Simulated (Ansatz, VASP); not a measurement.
**Two plane-wave programs on SiC**

File INCAR:

```
SYSTEM = SiC
PREC = Accurate
ENCUT = 520
EDIFF = 1E-6
ISMEAR = 0
SIGMA = 0.1
LREAL = .False.
LASPH = .True.
NELM = 60
ALGO = Normal
ISIF = 2
LWAVE = .False.
LCHARG = .False.
GGA = PE
NBANDS = 26
```

Contents of KPOINTS:

```
Automatic mesh
0
Gamma
  4 4 6
  0 0 0
```

File POSCAR:

```
SiC
1.0
    5.3655189800      0.0000000000      0.0000000000
    0.0000000000      5.3655189800      0.0000000000
    0.0000000000      0.0000000000      2.8690255600
Si C
4 4
Direct
    0.1032208100      0.3296015700      0.2416469600
    0.8967791900      0.6703984300      0.7416469600
    0.6703984300      0.1032208100      0.9916469600
    0.3296015700      0.8967791900      0.4916469600
    0.3296015700      0.1032208100      0.0083530400
    0.6703984300      0.8967791900      0.5083530400
    0.8967791900      0.3296015700      0.7583530400
    0.1032208100      0.6703984300      0.2583530400
```

Input for Ansatz:

```yaml
crystal:
  lattice:
    - [5.36551898, 0.0, 0.0]
    - [0.0, 5.36551898, 0.0]
    - [0.0, 0.0, 2.86902556]
  atoms:
    - { symbol: Si, position: [0.10322081, 0.32960157, 0.24164696] }
    - { symbol: Si, position: [0.89677919, 0.67039843, 0.74164696] }
    - { symbol: Si, position: [0.67039843, 0.10322081, 0.99164696] }
    - { symbol: Si, position: [0.32960157, 0.89677919, 0.49164696] }
    - { symbol: C, position: [0.32960157, 0.10322081, 0.00835304] }
    - { symbol: C, position: [0.67039843, 0.89677919, 0.50835304] }
    - { symbol: C, position: [0.89677919, 0.32960157, 0.75835304] }
    - { symbol: C, position: [0.10322081, 0.67039843, 0.25835304] }
basis:
  ecutwfc: 420
kpoints:
  mp_grid: { grid: [4, 4, 6] }
hamiltonian:
  xc: pbe
scf:
  occupations: { method: gaussian, width: 0.1 }
  lower_state_search: "off"
output:
  forces: true
  stress: true
  eigenvalues: true
```

Alike in both runs: task single point; functional PBE; k mesh 4 × 4 × 6; occupations gaussian, width 0.1 eV; no spin polarisation.

```csv
,VASP,Ansatz
version,VASP 6.6.1,Ansatz 0.2.0
potentials or method,"VASP PAW PBE potentials, release 64 (Si, C), cutoff 520 eV","scalar-relativistic, plane waves, PAW"
valence electrons in the cell,32,32
```

Ansatz gave:

```
gap on the k mesh at the Fermi level (eV) : 0.48
least direct gap on the mesh (eV)         : 0.78
rms of the force components (eV/Å)        : 1.276
```

Problem. Which values does VASP return?

Solution. gap on the k mesh at the Fermi level (eV): 0.47; least direct gap on the mesh (eV): 0.77; rms of the force components (eV/Å): 1.279.

Atom by atom the forces differ by 0.006 eV/Å (rms over components). The functional is the same, so the differences come from potentials, cutoffs and numerics.
